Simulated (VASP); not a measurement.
Input of a VASP 6.6.1 run:

INCAR

```
PREC = Accurate
ENCUT = 520
EDIFF = 1E-6
ISMEAR = 1
SIGMA = 0.062
LREAL = False
LASPH = True
NELM = 80
ALGO = Fast
ISIF = 2
LWAVE = False
LCHARG = True
GGA = PE
LELF = True
LVHAR = True
NBANDS = 18
```

KPOINTS

```
regular mesh
0
Gamma
  4 4 4
```

File POSCAR:

```
ZnAu
1.0
    3.1500525100      0.0000000000      0.0000000000
    0.0000000000      3.1500525100      0.0000000000
    0.0000000000      0.0000000000      3.1500525100
Zn Au
1 1
Direct
    0.5000000000      0.5000000000      0.5000000000
    0.0000000000      0.0000000000      0.0000000000
```

Potentials or basis: VASP PAW PBE potentials, release 64 (Zn, Au).

Launch:

```bash
$ cat potpaw_PBE.64/Zn/POTCAR potpaw_PBE.64/Au/POTCAR > POTCAR
$ mpirun -np 1 vasp_std > vasp.out
```

Q: What does it give for the band gap on the k mesh?

A: Zero (an odd number of electrons rules out a gap without spin polarisation).

Q: Predict the pressure.

A: 4.4 GPa.

Caveat: the k points lie up to 0.50 Å⁻¹ apart, too coarse for converged energies and pressures of a metal; spin-orbit coupling is left out, which moves the levels of the heavy elements.
